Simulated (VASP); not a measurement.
# Ge (Fd-3m) in VASP: a series of runs, part 2 of 2

VASP 6.6.1. The steps go on from the part before.

## Step 3: Single point, r2SCAN

This run uses another cell than the first one, of 24.16 Å³/atom, 1.031 times its volume.

Contents of POSCAR:

```
Ge
1.0
    0.0000000000      2.8909585995      2.8909585995
    2.8909585995      0.0000000000      2.8909585995
    2.8909585995      2.8909585995      0.0000000000
Ge
2
Direct
    0.0000000000      0.0000000000      0.0000000000
    0.2500000000      0.2500000000      0.2500000000
```

Contents of INCAR.step1:

```
PREC     = Accurate       # precision mode
ENCUT    = 520            # plane-wave cutoff, eV
ISMEAR   = -1             # smearing method
SIGMA    = 0.1            # smearing width, eV
LREAL    = F              # projectors in reciprocal space
LASPH    = T              # aspherical terms in the spheres
NELM     = 80             # most SCF steps
NBANDS   = 21             # bands
GGA      = PE             # functional
ALGO     = Normal         # electronic algorithm
EDIFF    = 1E-4           # SCF threshold, eV
LWAVE    = T              # write WAVECAR
LCHARG   = F              # write CHGCAR
```

Contents of INCAR.step2:

```
PREC     = Accurate       # precision mode
ENCUT    = 520            # plane-wave cutoff, eV
EDIFF    = 1E-7           # SCF threshold, eV
ISMEAR   = -1             # smearing method
SIGMA    = 0.1            # smearing width, eV
LREAL    = F              # projectors in reciprocal space
LASPH    = T              # aspherical terms in the spheres
NELM     = 80             # most SCF steps
ALGO     = Normal         # electronic algorithm
ISIF     = 2              # what is computed and relaxed
LWAVE    = F              # write WAVECAR
LCHARG   = T              # write CHGCAR
METAGGA  = R2SCAN         # meta-GGA
LMIXTAU  = T            
LELF     = T              # ELF
LVHAR    = T            
NBANDS   = 21             # bands
ISTART   = 1
```

Contents of KPOINTS:

```
regular mesh
0
Gamma
  10 10 10
```

Potentials or basis: VASP PAW PBE potentials, release 64 (Ge_d).

Run with:

```
cat potpaw_PBE.64/Ge_d/POTCAR > POTCAR
cp INCAR.step1 INCAR
mpirun -np 1 vasp_std > vasp.out
cp INCAR.step2 INCAR
mpirun -np 1 vasp_std > vasp.out
```

OUTCAR:

```text
PREC = Accurate
   ENCUT = 520
   EDIFF = 1E-7
   ISMEAR = -1
   LREAL = F
   LASPH = T
   NELM = 80
   ISIF = 2
   METAGGA = R2SCAN
   ISTART = 1

 ion  position               nearest neighbor table
   1  0.000  0.000  0.000-   2 2.50   2 2.50   2 2.50   2 2.50
   2  0.250  0.250  0.250-   1 2.50   1 2.50   1 2.50   1 2.50

  LATTYP: Found a face centered cubic cell.
 ALAT       =     5.7819171990

  Lattice vectors:

 A1 = (   0.0000000000,   2.8909585995,   2.8909585995)
 A2 = (   2.8909585995,   0.0000000000,   2.8909585995)
 A3 = (   2.8909585995,   2.8909585995,   0.0000000000)

Analysis of symmetry for initial positions (statically):
=====================================================================
 Subroutine PRICEL returns:
 Original cell was already a primitive cell.

 Routine SETGRP: Setting up the symmetry group for a
 face centered cubic supercell.

 Subroutine GETGRP returns: Found 48 space group operations
 (whereof 24 operations were pure point group operations)
 out of a pool of 48 trial point group operations.

The static configuration has the point symmetry T_d .
[... 153 lines left out ...]

 Free energy of the ion-electron system (eV)
  ---------------------------------------------------
  ext. energy  EPLUGINS =         0.00000000
  ---------------------------------------------------
  free energy    TOTEN  =       -27.71503759 eV

  energy without entropy =      -27.71256803  energy(sigma->0) =      -27.71380281

 E-fermi :   4.2549     XC(G=0): -10.4839

 val. band max:        4.1821205786   @ k =   0.0000   0.0000   0.0000
 cond. band min:       4.4165614356   @ k =   0.5000   0.0000   0.0000
 fundamental gap:      0.2344408570
 Fermi energy:         4.2548640148

 k-point     1 :       0.0000    0.0000    0.0000
  band No.  band energies     occupation
      1     -21.2294      2.00000
      2     -21.2294      2.00000
      3     -21.2294      2.00000
      4     -21.1949      2.00000
      5     -21.1949      2.00000
      6     -21.0109      2.00000
[... 565 lines left out ...]
     20      16.0623      0.00000
     21      16.2470      0.00000

 [... further k-points ...]
[... 5 lines left out ...]
  --------------------------------------------------------------------------------------
  -------------------------------------------------------------------------------------
  Total       -1.0224047     -1.0224047     -1.0224047      0.0000000      0.0000000      0.0000000
  in kB      -33.8982926    -33.8982926    -33.8982926      0.0000000      0.0000000      0.0000000
  external PRESSURE =     -33.8982926 kB  Pullay stress =       0.0000000 kB

 VOLUME and BASIS-vectors are now :
 -----------------------------------------------------------------------------
  energy-cutoff  :      520.00
  volume of cell :       48.32
      direct lattice vectors                 reciprocal lattice vectors
     0.000000000  2.890958599  2.890958599    -0.172953013  0.172953013  0.172953013
     2.890958599  0.000000000  2.890958599     0.172953013 -0.172953013  0.172953013
     2.890958599  2.890958599  0.000000000     0.172953013  0.172953013 -0.172953013

 POSITION                                       TOTAL-FORCE (eV/Angst)
 -----------------------------------------------------------------------------------
      0.00000      0.00000      0.00000        -0.000000     -0.000000     -0.000000
      1.44548      1.44548      1.44548         0.000000      0.000000      0.000000
 -----------------------------------------------------------------------------------
    total drift:                                0.000000     -0.000000      0.000000

  FREE ENERGIE OF THE ION-ELECTRON SYSTEM (eV)
  ---------------------------------------------------
  free  energy   TOTEN  =       -27.7150375886 eV

  energy  without entropy=      -27.7125680299  energy(sigma->0) =      -27.71380281
```

OSZICAR.step1:

```text
N       E                     dE             d eps       ncg     rms          rms(c)
DAV:   1     0.193041168105E+03    0.19304E+03   -0.14684E+04  2198   0.357E+03
DAV:   2     0.193070873450E+02   -0.17373E+03   -0.16890E+03  1984   0.635E+02
DAV:   3    -0.813480922773E+01   -0.27442E+02   -0.27282E+02  2239   0.144E+02
DAV:   4    -0.908668413824E+01   -0.95187E+00   -0.95134E+00  2254   0.314E+01
DAV:   5    -0.910273228448E+01   -0.16048E-01   -0.16048E-01  2204   0.455E+00    0.292E+00
DAV:   6    -0.905739661213E+01    0.45336E-01   -0.18999E-02  2464   0.148E+00    0.173E+00
DAV:   7    -0.903302693622E+01    0.24370E-01   -0.39793E-02  2128   0.192E+00    0.143E-01
DAV:   8    -0.903461518877E+01   -0.15883E-02   -0.55564E-03  2224   0.975E-01    0.400E-02
DAV:   9    -0.903477194213E+01   -0.15675E-03   -0.23431E-04  1842   0.224E-01    0.154E-02
DAV:  10    -0.903480543505E+01   -0.33493E-04   -0.53678E-05  1695   0.653E-02
   1 F= -.90348054E+01 E0= -.90325124E+01  d E =-.458599E-02
```

Wall time 2 min (1 thread of AMD EPYC 9R45 (Zen 5), shared host); peak memory 0.15 GiB.

Results:

| Item | Value |
| --- | --- |
| Free energy | -27.7150 eV |
| Pressure | -3.4 GPa |
| Band gap on the k mesh | zero (filled and empty bands touch) |

Levels at points of the mesh, in eV from the Fermi level:
| k point | band 12 | band 13 | band 14 | band 15 | band 16 | band 17 |
| --- | --- | --- | --- | --- | --- | --- |
| (0.00, 0.00, 0.00) | -0.28 | -0.07 | -0.07 | -0.07 | 2.61 | 2.61 |
| (0.50, 0.00, 0.00) | -7.65 | -1.45 | -1.45 | 0.16 | 3.89 | 3.89 |
| (0.50, 0.50, 0.00) | -9.05 | -3.07 | -3.07 | 0.97 | 0.97 | 9.48 |

Caveat: the PAW data sets were made with another functional, which shifts forces and pressure a little.
